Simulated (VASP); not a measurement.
# Rh (I4/mmm) in VASP: further runs, part 2 of 2

VASP 6.6.1.

**5. Single point, PBE (strain +0.0350 x Voigt [1, 0, 0, 0, 0, 0])**

INCAR reads:

```
PREC = Accurate
ENCUT = 520
EDIFF = 1E-6
ISMEAR = 0
SIGMA = 0.15
LREAL = F
LASPH = T
NELM = 100
ALGO = Fast
ISIF = 2
LWAVE = F
LCHARG = F
GGA = PE
NBANDS = 14
```

KPOINTS reads:

```
Automatic mesh
0
Gamma
  22 22 22
```

POSCAR reads:

```
Rh
1.0
    0.0000000000      1.9015500000      1.9015500000
    1.9681042500      0.0000000000      1.9015500000
    1.9681042500      1.9015500000      0.0000000000
Rh
1
Direct
    0.0000000000      0.0000000000      0.0000000000
```

Potentials or basis: VASP PAW PBE potentials, release 64 (Rh_pv).

On the command line:

```bash
$ cat potpaw_PBE.64/Rh_pv/POTCAR > POTCAR
$ mpirun -np 1 vasp_std > vasp.out
```

OUTCAR:

```text
PREC = Accurate
   ENCUT = 520
   EDIFF = 1E-6
   ISMEAR = 0
   LREAL = F
   LASPH = T
   NELM = 100
   ISIF = 2
   GGA = PE

 ion  position               nearest neighbor table
   1  0.000  0.000  0.000-

  LATTYP: Found a body centered tetragonal cell.
 ALAT       =     2.6891977995
 C/A-ratio  =     1.4637110371

  Lattice vectors:

 A1 = (   1.9681042500,   0.0000000000,   1.9015500000)
 A2 = (   1.9681042500,   0.0000000000,  -1.9015500000)
 A3 = (  -1.9681042500,   1.9015500000,   0.0000000000)

Analysis of symmetry for initial positions (statically):
=====================================================================
 Subroutine PRICEL returns:
 Original cell was already a primitive cell.

 Routine SETGRP: Setting up the symmetry group for a
 body centered tetragonal supercell.

 Subroutine GETGRP returns: Found 16 space group operations
 (whereof 16 operations were pure point group operations)
 out of a pool of 16 trial point group operations.

The static configuration has the point symmetry D_4h.

Analysis of symmetry for dynamics (positions and initial velocities):
[... 163 lines left out ...]
 Fermi energy:        11.2718122166

 k-point     1 :       0.0000    0.0000    0.0000
  band No.  band energies     occupation
      1     -35.0511      2.00000
      2     -35.0330      2.00000
      3     -35.0330      2.00000
      4       3.5746      2.00000
      5       8.1275      2.00000
      6       8.4900      2.00000
      7       8.4900      2.00000
      8      10.1133      2.00000
      9      10.5477      2.00000
     10      27.3143      0.00000
     11      31.9071      0.00000
     12      31.9151      0.00000
     13      32.8970      0.00000
     14      32.8970      0.00000
[... 377 lines left out ...]
      1     -35.6785      2.00000
      2     -35.1543      2.00000
      3     -35.1151      2.00000
      4       5.5137      2.00000
      5       8.1454      2.00000
      6       8.4604      2.00000
      7      11.0372      1.97301
      8      11.7686      0.00000
      9      12.7083      0.00000
     10      19.7652      0.00000
     11      26.9044      0.00000
     12      31.8879      0.00000
     13      31.9256      0.00000
     14      32.4332      0.00000

 [... further k-points ...]
[... 5 lines left out ...]
  --------------------------------------------------------------------------------------
  -------------------------------------------------------------------------------------
  Total       -0.7318641     -0.0401259     -0.0401259      0.0000000      0.0000000     -0.0000000
  in kB      -82.3848594     -4.5169188     -4.5169188      0.0000000      0.0000000     -0.0000000
  external PRESSURE =     -30.4728990 kB  Pullay stress =       0.0000000 kB

 VOLUME and BASIS-vectors are now :
 -----------------------------------------------------------------------------
  energy-cutoff  :      520.00
  volume of cell :       14.23
      direct lattice vectors                 reciprocal lattice vectors
     0.000000000  1.901550000  1.901550000    -0.254051583  0.262943388  0.262943388
     1.968104250  0.000000000  1.901550000     0.254051583 -0.262943388  0.262943388
     1.968104250  1.901550000  0.000000000     0.254051583  0.262943388 -0.262943388

 POSITION                                       TOTAL-FORCE (eV/Angst)
 -----------------------------------------------------------------------------------
      0.00000      0.00000      0.00000         0.000000      0.000000      0.000000
 -----------------------------------------------------------------------------------
    total drift:                                0.000000     -0.000000      0.000000

  FREE ENERGIE OF THE ION-ELECTRON SYSTEM (eV)
  ---------------------------------------------------
  free  energy   TOTEN  =        -7.2567712755 eV

  energy  without entropy=       -7.2408073986  energy(sigma->0) =       -7.24878934
```

OSZICAR:

```text
N       E                     dE             d eps       ncg     rms          rms(c)
DAV:   1     0.120429978167E+03    0.12043E+03   -0.87706E+03 23452   0.114E+03
DAV:   2    -0.617098304735E+01   -0.12660E+03   -0.12095E+03 25662   0.339E+02
DAV:   3    -0.775234201595E+01   -0.15814E+01   -0.15787E+01 28464   0.417E+01
DAV:   4    -0.775838218838E+01   -0.60402E-02   -0.60398E-02 26874   0.265E+00
DAV:   5    -0.775843724881E+01   -0.55060E-04   -0.55058E-04 27882   0.224E-01    0.931E+00
RMM:   6    -0.727289142781E+01    0.48555E+00   -0.81802E-01 24940   0.883E+00    0.318E+00
RMM:   7    -0.725987590038E+01    0.13016E-01   -0.27597E-02 25864   0.180E+00    0.153E+00
RMM:   8    -0.725702633788E+01    0.28496E-02   -0.51577E-03 27587   0.806E-01    0.210E-01
RMM:   9    -0.725676485005E+01    0.26149E-03   -0.58903E-04 28551   0.266E-01    0.137E-02
RMM:  10    -0.725677361223E+01   -0.87622E-05   -0.60574E-05 28713   0.993E-02    0.129E-02
RMM:  11    -0.725677120961E+01    0.24026E-05   -0.39940E-06 26239   0.245E-02    0.149E-03
RMM:  12    -0.725677127547E+01   -0.65857E-07   -0.78098E-07 19346   0.115E-02
   1 F= -.72567713E+01 E0= -.72487893E+01  d E =-.159639E-01
```

stdout:

```text
POSCAR found type information on POSCAR Rh
 POSCAR found :  1 types and       1 ions
 scaLAPACK will be used
 LDA part: xc-table for (Slater+PW92), standard interpolation
 POSCAR, INCAR and KPOINTS ok, starting setup
 FFT: planning ... GRIDC
 FFT: planning ... GRID_SOFT
 FFT: planning ... GRID
 WAVECAR not read
 entering main loop
WARNING in EDDRMM: call to ZHEGV failed, returncode =   8  4     13
WARNING in EDDRMM: call to ZHEGV failed, returncode =   8  4     13
```

Run time: 73 s. Hardware: 1 thread of Intel Xeon 6975P-C (Granite Rapids), shared host; peak memory 0.25 GiB.

Results:

```yaml
Free_energy: -7.2568 eV
Pressure: -3.0 GPa
```

Stress tensor (GPa, compression positive):
```
-8.24  0.00  0.00
 0.00 -0.45  0.00
 0.00  0.00 -0.45
```

Caveat: the cell differs from its parent crystal (strain +0.0350 x Voigt [1, 0, 0, 0, 0, 0]).

**6. Single point, PBE (strain +0.0400 x Voigt [1, 0, 0, 0, 0, 0])**

INCAR reads:

```
ALGO = Fast
EDIFF = 1E-6
ENCUT = 520
GGA = PE
ISIF = 2
ISMEAR = 0
LASPH = True
LCHARG = True
LELF = True
LREAL = False
LVHAR = True
LWAVE = False
NBANDS = 14
NELM = 100
PREC = Accurate
SIGMA = 0.15
```

KPOINTS reads:

```
k-points
0
Gamma
  22 22 22
```

POSCAR reads:

```
Rh
1.0
    0.0000000000      1.9015500000      1.9015500000
    1.9776120000      0.0000000000      1.9015500000
    1.9776120000      1.9015500000      0.0000000000
Rh
1
Direct
    0.0000000000      0.0000000000      0.0000000000
```

Potentials or basis: VASP PAW PBE potentials, release 64 (Rh_pv).

On the command line:

```bash
$ cat potpaw_PBE.64/Rh_pv/POTCAR > POTCAR
$ mpirun -np 1 vasp_std > vasp.out
```

Wall time 65 s (1 thread of Intel Xeon 6975P-C (Granite Rapids), shared host); peak memory 0.25 GiB.

The run converged. Its results:

- Free energy: -7.2529 eV
- Pressure: -4.1 GPa

Stress tensor (GPa, compression positive):
```
-9.99  0.00  0.00
 0.00 -1.22  0.00
 0.00  0.00 -1.22
```

Levels at points of the mesh, in eV from the Fermi level:
```
           k point  band 4  band 5  band 6  band 7  band 8  band 9  band 10  band 11
(0.00, 0.00, 0.00)   -7.66   -3.15   -2.74   -2.74   -1.18   -0.69    16.05    20.53
(0.50, 0.00, 0.00)   -5.79   -3.16   -2.75    0.44    0.63    0.79     8.26    15.48
(0.50, 0.50, 0.00)   -5.95   -5.59    0.48    0.75    1.11    3.50    12.15    12.69
(0.00, 0.50, 0.50)   -5.94   -5.58    0.54    0.90    0.90    2.70    11.08    13.58
```

Caveat: the cell differs from its parent crystal (strain +0.0400 x Voigt [1, 0, 0, 0, 0, 0]).

**7. The runs side by side**

| cell | further INCAR settings | gap on the mesh (eV) | pressure (GPa) |
| --- | --- | --- | --- |
| a = 2.689, b = 2.703, c = 2.703 Å, angles 59.7, 60.2, 60.2°, 1 atom | ALGO = Fast; EDIFF = 1e-07; NBANDS = 14 | none | 3.1 |
| a = 2.689, b = 2.716, c = 2.716 Å, angles 59.3, 60.3, 60.3°, 1 atom | ALGO = Fast; EDIFF = 1e-06; NBANDS = 14 | none | 0.5 |
| a = 2.689, b = 2.730, c = 2.730 Å, angles 59.0, 60.5, 60.5°, 1 atom | ALGO = Fast; EDIFF = 1e-07; NBANDS = 14 | none | -1.9 |
| a = 2.689, b = 2.737, c = 2.737 Å, angles 58.9, 60.6, 60.6°, 1 atom | ALGO = Fast; EDIFF = 1e-06; NBANDS = 14 | none | -3.0 |
| a = 2.689, b = 2.744, c = 2.744 Å, angles 58.7, 60.7, 60.7°, 1 atom | ALGO = Fast; EDIFF = 1e-06; NBANDS = 14 | none | -4.1 |

Alike in all rows: task single point; level PBE; potentials or basis VASP PAW PBE potentials, release 64 (Rh_pv); no spin polarisation; k mesh 22 × 22 × 22; cutoff (eV) 520; smearing gaussian 0.15 eV.

Absolute energies hang on the potentials; compare differences alone.
